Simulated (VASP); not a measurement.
Ag: single point with PBEsol

The system is Ag.

```
Ag
1.0
     2.89566    0.00371    0.00000
    -1.44465    2.46399    0.00000
     0.00000    0.00000    4.68933
Ag
2
Direct
  0.33068 0.66245 0.25000
  0.66932 0.33755 0.75000
```

This cell differs from its parent crystal: uniaxial strain along a: +1.0 %, then relaxed in part.

```json
{
 "Program": "VASP 6.6.1",
 "Task": "single point",
 "Functional": "PBEsol",
 "Potentials or basis": "VASP PAW PBE potentials, release 64 (Ag)",
 "Cutoff": "520 eV",
 "k mesh": "24 × 24 × 12",
 "Occupations": "gaussian, width 0.1 eV",
 "Spin": "no spin polarisation",
 "Dipole correction": "no",
 "Further INCAR settings": "ALGO = Fast; EDIFF = 1e-06; NBANDS = 18"
}
```

```yaml
Pressure: -0.7 GPa
Band_gap_on_the_k_mesh: zero (bands 11 and 12 overlap by 7.47 eV)
```

Stress tensor (GPa, compression positive):
```
-1.40 -0.10  0.00
-0.10 -0.35  0.00
 0.00  0.00 -0.30
```

Levels at points of the mesh, in eV from the Fermi level:
| k point | band 7 | band 8 | band 9 | band 10 | band 11 | band 12 | band 13 | band 14 | band 15 | band 16 |
| --- | --- | --- | --- | --- | --- | --- | --- | --- | --- | --- |
| (0.00, 0.00, 0.00) | -4.45 | -4.19 | -4.11 | -3.11 | -3.08 | -0.53 | 3.65 | 15.61 | 17.60 | 17.91 |
| (0.50, 0.00, 0.00) | -3.91 | -2.98 | -2.89 | -2.82 | 0.02 | 1.45 | 6.88 | 7.15 | 9.38 | 10.39 |
| (0.00, 0.50, 0.00) | -3.82 | -2.93 | -2.91 | -2.80 | 0.09 | 1.71 | 6.96 | 7.20 | 9.70 | 10.37 |
| (0.50, 0.50, 0.00) | -3.89 | -2.97 | -2.89 | -2.82 | 0.04 | 1.50 | 6.89 | 7.16 | 9.43 | 10.44 |
| (0.00, 0.00, 0.50) | -4.64 | -4.64 | -3.45 | -3.45 | -3.40 | -3.40 | 11.23 | 11.23 | 16.01 | 16.01 |
| (0.50, 0.00, 0.50) | -3.14 | -3.14 | -2.88 | -2.88 | 0.58 | 0.58 | 4.58 | 4.58 | 13.88 | 13.88 |
| (0.00, 0.50, 0.50) | -3.18 | -3.18 | -2.85 | -2.85 | 0.79 | 0.79 | 4.76 | 4.76 | 13.40 | 13.40 |
| (0.50, 0.50, 0.50) | -3.15 | -3.15 | -2.87 | -2.87 | 0.62 | 0.62 | 4.61 | 4.61 | 13.80 | 13.80 |

Run time: 8.4 min on 1 thread of AMD EPYC 9R45 96-Core Processor (Zen 5), with other jobs on the host, peak memory 0.96 GiB.

Caveat: the cell differs from its parent crystal (uniaxial strain along a: +1.0 %, then relaxed in part); the PAW data sets were made with another functional, which shifts forces and pressure a little.
